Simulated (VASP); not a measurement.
# AlN (Pmma) in VASP: single point with PBE

Aim: the single point of AlN with PBE.

Program: VASP 6.6.1. These are calculated values, not measurements. Logs are shortened: lines on timing, memory, paths and dates and some standing lists are left out, and cuts for length are marked.

## 1. The cell of the first run

Symmetry: Pmma, No. 51, orthorhombic system. Conventional cell: a = 5.874 Å, b = 3.345 Å, c = 3.167 Å, α = 90.00°, β = 90.00°, γ = 90.00°. Within 2.6 Å of Al (site symmetry mm2) lie 6 N at 1.85 to 2.51 Å and 4 Al at 2.49 Å. Within 2.2 Å of Al (site symmetry 2/m) lie 4 N at 1.67 to 1.85 Å. N (site symmetry mm2) has 6 Al at 1.85 to 2.51 Å and 4 N at 2.49 Å within 2.6 Å. Within 2.2 Å of N (site symmetry 2/m) lie 4 Al at 1.67 to 1.85 Å.

The cell was generated, and may not be a known phase.

## 2. Single point, PBE

INCAR reads:

```
ALGO = Normal ; EDIFF = 1E-6
ENCUT = 520 ; GGA = PE
ISIF = 2 ; ISMEAR = 0
LASPH = True ; LCHARG = False
LREAL = False ; LWAVE = False
NBANDS = 26 ; NELM = 80
PREC = Accurate ; SIGMA = 0.1
```

KPOINTS reads:

```
k-points
0
Gamma
  4 6 6
```

POSCAR reads:

```
AlN
1.0
    5.8741947700      0.0000000000      0.0000000000
    0.0000000000      3.3446897500      0.0000000000
    0.0000000000      0.0000000000      3.1669678000
Al N
4 4
Direct
    0.7500000000      0.0000000000      0.3554073800
    0.0000000000      0.5000000000      0.0000000000
    0.2500000000      0.0000000000      0.6445926200
    0.5000000000      0.5000000000      0.0000000000
    0.7500000000      0.5000000000      0.6445926200
    0.0000000000      0.0000000000      0.0000000000
    0.2500000000      0.5000000000      0.3554073800
    0.5000000000      0.0000000000      0.0000000000
```

Potentials or basis: VASP PAW PBE potentials, release 64 (Al, N).

Started as:

```
$ cat potpaw_PBE.64/Al/POTCAR potpaw_PBE.64/N/POTCAR > POTCAR
$ mpirun -np 1 vasp_std > vasp.out
```

OUTCAR:

```text
EDIFF = 1E-6
   ENCUT = 520
   GGA = PE
   ISIF = 2
   ISMEAR = 0
   LASPH = True
   LREAL = False
   NELM = 80
   PREC = Accurate

 ion  position               nearest neighbor table
   1  0.750  0.000  0.355-   6 1.85   8 1.85   5 1.91   5 1.91   2 2.49   2 2.49   4 2.49   4 2.49
                             6 2.51   8 2.51   4 3.02   4 3.02   2 3.02   2 3.02   3 3.08   3 3.08
   2  0.000  0.500  0.000-   6 1.67   6 1.67   7 1.85   5 1.85   1 2.49   1 2.49   3 2.49   3 2.49
                             7 2.51   5 2.51   4 2.94   4 2.94   3 3.02   3 3.02   1 3.02   1 3.02
   3  0.250  0.000  0.645-   6 1.85   8 1.85   7 1.91   7 1.91   2 2.49   2 2.49   4 2.49   4 2.49
                             8 2.51   6 2.51   4 3.02   2 3.02   2 3.02   4 3.02   1 3.08   1 3.08
   4  0.500  0.500  0.000-   8 1.67   8 1.67   5 1.85   7 1.85   1 2.49   1 2.49   3 2.49   3 2.49
                             7 2.51   5 2.51   2 2.94   2 2.94   3 3.02   3 3.02   1 3.02   1 3.02
   5  0.750  0.500  0.645-   2 1.85   4 1.85   1 1.91   1 1.91   4 2.51   2 2.51
   6  0.000  0.000  0.000-   2 1.67   2 1.67   3 1.85   1 1.85   1 2.51   3 2.51
   7  0.250  0.500  0.355-   2 1.85   4 1.85   3 1.91   3 1.91   2 2.51   4 2.51
   8  0.500  0.000  0.000-   4 1.67   4 1.67   1 1.85   3 1.85   1 2.51   3 2.51

  LATTYP: Found a simple orthorhombic cell.
 ALAT       =     3.1669678000
 B/A-ratio  =     1.0561173846
 C/A-ratio  =     1.8548324899

  Lattice vectors:

 A1 = (   0.0000000000,   0.0000000000,  -3.1669678000)
 A2 = (   0.0000000000,   3.3446897500,   0.0000000000)
 A3 = (   5.8741947700,   0.0000000000,   0.0000000000)

Analysis of symmetry for initial positions (statically):
=====================================================================
 Subroutine PRICEL returns:
 Original cell was already a primitive cell.

 Routine SETGRP: Setting up the symmetry group for a
 simple orthorhombic supercell.

 Subroutine GETGRP returns: Found  8 space group operations
 (whereof  4 operations were pure point group operations)
 out of a pool of  8 trial point group operations.

The static configuration has the point symmetry C_2h.
 The point group associated with its full space group is D_2h.

Analysis of symmetry for dynamics (positions and initial velocities):
=====================================================================
 Subroutine PRICEL returns:
 Original cell was already a primitive cell.

 Routine SETGRP: Setting up the symmetry group for a
 simple orthorhombic supercell.

 Subroutine GETGRP returns: Found  8 space group operations
 (whereof  4 operations were pure point group operations)
 out of a pool of  8 trial point group operations.

The dynamic configuration has the point symmetry C_2h.
 The point group associated with its full space group is D_2h.

 Subroutine INISYM returns: Found  8 space group operations
 (whereof  4 operations are pure point group operations),
 and found     1 'primitive' translations

----------------------------------------------------------------------------------------

                                     Primitive cell

  volume of cell :      62.2226

  direct lattice vectors                    reciprocal lattice vectors
     5.874194770  0.000000000  0.000000000     0.170236099  0.000000000  0.000000000
     0.000000000  3.344689750  0.000000000     0.000000000  0.298981393  0.000000000
     0.000000000  0.000000000  3.166967800     0.000000000  0.000000000  0.315759447

  length of vectors
     5.874194770  3.344689750  3.166967800     0.170236099  0.298981393  0.315759447

  position of ions in fractional coordinates (direct lattice)
     0.750000000  0.000000000  0.355407380
     0.000000000  0.500000000  0.000000000
     0.250000000  0.000000000  0.644592620
     0.500000000  0.500000000  0.000000000
     0.750000000  0.500000000  0.644592620
     0.000000000  0.000000000  0.000000000
     0.250000000  0.500000000  0.355407380
     0.500000000  0.000000000  0.000000000

  ion indices of the primitive-cell ions
   primitive index   ion index
                 1           1
                 2           2
                 3           3
                 4           4
                 5           5
                 6           6
                 7           7
                 8           8

----------------------------------------------------------------------------------------

 KPOINTS: k-points

Automatic generation of k-mesh.
 Grid dimensions read from file:
 generate k-points for:    4    6    6

 Generating k-lattice:

  Cartesian coordinates                     Fractional coordinates (reciprocal lattice)
     0.042559025  0.000000000  0.000000000     0.250000000  0.000000000  0.000000000
     0.000000000  0.049830232  0.000000000     0.000000000  0.166666667  0.000000000
     0.000000000  0.000000000  0.052626574     0.000000000  0.000000000  0.166666667

  Length of vectors
     0.042559025  0.049830232  0.052626574

  Shift w.r.t. Gamma in fractional coordinates (k-lattice)
     0.000000000  0.000000000  0.000000000

 Subroutine IBZKPT returns following result:
 ===========================================

 Found     48 irreducible k-points:

 Following reciprocal coordinates:
            Coordinates               Weight
  0.000000  0.000000  0.000000      1.000000
  0.250000  0.000000  0.000000      2.000000
  0.500000  0.000000  0.000000      1.000000
  0.000000  0.166667  0.000000      2.000000
  0.250000  0.166667  0.000000      4.000000
  0.500000  0.166667  0.000000      2.000000
[... 16 lines left out ...]
  0.250000  0.500000  0.166667      4.000000
  0.500000  0.500000  0.166667      2.000000
 [... further k-points ...]
   k-points           NKPTS =     48   k-points in BZ     NKDIM =     48   number of bands    NBANDS=     26
   number of dos      NEDOS =    301   number of ions     NIONS =      8
   total plane-waves  NPLWV =  32256
   dimension x,y,z NGX =    48 NGY =   28 NGZ =   24
   dimension x,y,z NGXF=    96 NGYF=   56 NGZF=   48
   ions per type =               4   4
   NGX,Y,Z   is equivalent  to a cutoff of  13.58, 13.92, 12.60 a.u.
   NGXF,Y,Z  is equivalent  to a cutoff of  27.17, 27.83, 25.20 a.u.
 SYSTEM =  unknown system
   PREC   = accura    normal or accurate (medium, high low for compatibility)
   ISTART =      0    job   : 0-new  1-cont  2-samecut
   ICHARG =      2    charge: 1-file 2-atom 10-const
   ISPIN  =      1    spin polarized calculation?
   LNONCOLLINEAR =      F non collinear calculations
   LSORBIT =      F    spin-orbit coupling
   LASPH  =      T    aspherical Exc in radial PAW
   ENCUT  =  520.0 eV  38.22 Ry    6.18 a.u.  10.92  6.22  5.89*2*pi/ulx,y,z
   NELM   =     80;   NELMIN=  2; NELMDL= -5     # of ELM steps
   EDIFF  = 0.1E-05   stopping-criterion for ELM
   LREAL  =      F    real-space projection
   EDIFFG = 0.1E-04   stopping-criterion for IOM
   NSW    =      0    number of steps for IOM
   IBRION =     -1    ionic relax: 0-MD 1-quasi-New 2-CG
   NFREE  =      0    steps in history (QN), initial steepest desc. (CG)
   ISIF   =      2    stress and relaxation
   ISYM   =      2    0-nonsym 1-usesym 2-fastsym
   POTIM  = 0.5000    time-step for ionic-motion
   TEBEG  =    0.0;   TEEND  =   0.0 temperature during run
   PSTRESS=    0.0 pullay stress
   NELECT =      32.0000    total number of electrons
   NUPDOWN=      -1.0000    fix difference up-down
   EMIN   =  10.00;   EMAX   =-10.00  energy-range for DOS
   EFERMI =   0.00;   METHOD = LEGACY
   ISMEAR =     0;   SIGMA  =   0.10  broadening in eV -4-tet -1-fermi 0-gaus
   EFERMI_NEDOS =   21; number of points for ismear=-14 and -15
   IALGO  =     38    algorithm
   IMIX   =      4    mixing-type and parameters
     AMIX     =   0.40;   BMIX     =  1.00
     AMIX_MAG =   1.60;   BMIX_MAG =  1.00
  volume/ion in A,a.u.               =       7.78        52.49
  Fermi-wavevector in a.u.,A,eV,Ry     =   1.311623  2.478607 23.406834  1.720354
  Thomas-Fermi vector in A             =   2.442071
   LORBIT       =      0    0 simple, 1 ext, 2 COOP (PROOUT), +10 PAW based schemes
   GGA     = PE    functional components
   LHFCALC =     F    Hartree Fock is set to
   AEXX    =    0.0000 exact exchange contribution
   IVDW    =     0    specifies the selected vdW correction
   LEPSILON=     F    determine dielectric tensor
   LRPA    =     F    only Hartree local field effects (RPA)
 non-spin polarized calculation
 Gauss-broadening in eV      SIGMA  =   0.10
  energy-cutoff  :      520.00
  volume of cell :       62.22
 maximum number of plane-waves:      1712
 NGX is ok and might be reduce to    48
   NGX = 21   NGY = 13   NGZ = 11

 number of electron      31.9999988 magnetization

 Free energy of the ion-electron system (eV)
  ---------------------------------------------------
  ext. energy  EPLUGINS =         0.00000000
  ---------------------------------------------------
  free energy    TOTEN  =       -50.14807402 eV

  energy without entropy =      -50.14807395  energy(sigma->0) =      -50.14807398

 E-fermi :  12.1642     XC(G=0): -12.4672

 val. band max:       11.8602877699   @ k =   0.0000   0.0000   0.0000
 cond. band min:      12.4680236377   @ k =   0.0000   0.5000   0.0000
 fundamental gap:      0.6077358678
 Fermi energy:        12.1641549972

 k-point     1 :       0.0000    0.0000    0.0000
  band No.  band energies     occupation
      1      -7.5476      2.00000
      2      -4.9507      2.00000
      3      -4.3430      2.00000
      4      -1.8720      2.00000
      5       4.2643      2.00000
      6       4.7752      2.00000
[... 18 lines left out ...]
     25      21.9500      0.00000
     26      22.9244      0.00000

 k-point     2 :       0.2500    0.0000    0.0000
  band No.  band energies     occupation
      1      -7.3470      2.00000
      2      -5.8483      2.00000
      3      -3.4122      2.00000
      4      -2.0044      2.00000
      5       4.4398      2.00000
      6       4.7720      2.00000
[... 18 lines left out ...]
     25      21.8768      0.00000
[... 608 lines left out ...]
     25      21.6568      0.00000
     26      22.4672      0.00000

 k-point    24 :       0.5000    0.5000    0.1667
  band No.  band energies     occupation
      1      -4.7223      2.00000
      2      -4.7223      2.00000
      3      -4.1137      2.00000
      4      -4.1137      2.00000
      5       3.8596      2.00000
      6       3.8596      2.00000
[... 18 lines left out ...]
     25      23.1523      0.00000
     26      23.1523      0.00000

 [... further k-points ...]
[... 5 lines left out ...]
  --------------------------------------------------------------------------------------
  -------------------------------------------------------------------------------------
  Total       27.5763325     55.6375728      5.2463562      0.0000000      0.0000000      0.0000000
  in kB      710.0668875   1432.6197315    135.0891668      0.0000000      0.0000000      0.0000000
  external PRESSURE =     759.2585953 kB  Pullay stress =       0.0000000 kB

 VOLUME and BASIS-vectors are now :
 -----------------------------------------------------------------------------
  energy-cutoff  :      520.00
  volume of cell :       62.22
      direct lattice vectors                 reciprocal lattice vectors
     5.874194770  0.000000000  0.000000000     0.170236099  0.000000000  0.000000000
     0.000000000  3.344689750  0.000000000     0.000000000  0.298981393  0.000000000
     0.000000000  0.000000000  3.166967800     0.000000000  0.000000000  0.315759447

 POSITION                                       TOTAL-FORCE (eV/Angst)
 -----------------------------------------------------------------------------------
      4.40565      0.00000      1.12556        -0.000000      0.000000      3.508095
      0.00000      1.67234      0.00000        -0.000000      0.000000      0.000000
      1.46855      0.00000      2.04140        -0.000000      0.000000     -3.508095
      2.93710      1.67234      0.00000        -0.000000      0.000000      0.000000
      4.40565      1.67234      2.04140         0.000000     -0.000000     -5.702999
      0.00000      0.00000      0.00000        -0.000000      0.000000      0.000000
      1.46855      1.67234      1.12556        -0.000000      0.000000      5.702999
      2.93710      0.00000      0.00000        -0.000000      0.000000      0.000000
 -----------------------------------------------------------------------------------
    total drift:                                0.000000      0.000000      0.000000

  FREE ENERGIE OF THE ION-ELECTRON SYSTEM (eV)
  ---------------------------------------------------
  free  energy   TOTEN  =       -50.1480740233 eV

  energy  without entropy=      -50.1480739467  energy(sigma->0) =      -50.14807398
```

Run time: 34 s. Hardware: 1 thread of Intel Xeon Platinum 8488C (Sapphire Rapids), shared host; peak memory 0.2 GiB.

Results:

| Quantity | Value |
| --- | --- |
| Free energy | -50.1481 eV |
| Pressure | 75.9 GPa |
| Largest force | 5.703 eV/Å |
| Band gap on the k mesh | 0.61 eV (least direct gap 1.33 eV) |

Forces on the atoms (eV/Å):
```
Al   0.000  0.000  3.508
Al   0.000  0.000  0.000
Al   0.000  0.000 -3.508
Al   0.000  0.000  0.000
N    0.000  0.000 -5.703
N    0.000  0.000  0.000
N    0.000  0.000  5.703
N    0.000  0.000  0.000
```

Stress tensor (GPa, compression positive):
```
 71.01   0.00   0.00
  0.00 143.26   0.00
  0.00   0.00  13.51
```

Caveat: the stress differs along the axes, from 14 to 143 GPa; semilocal functionals underestimate gaps, and a narrow one can read as zero; forces of over 1 eV/Å act on the atoms, so gaps and moduli don't describe the material at rest.
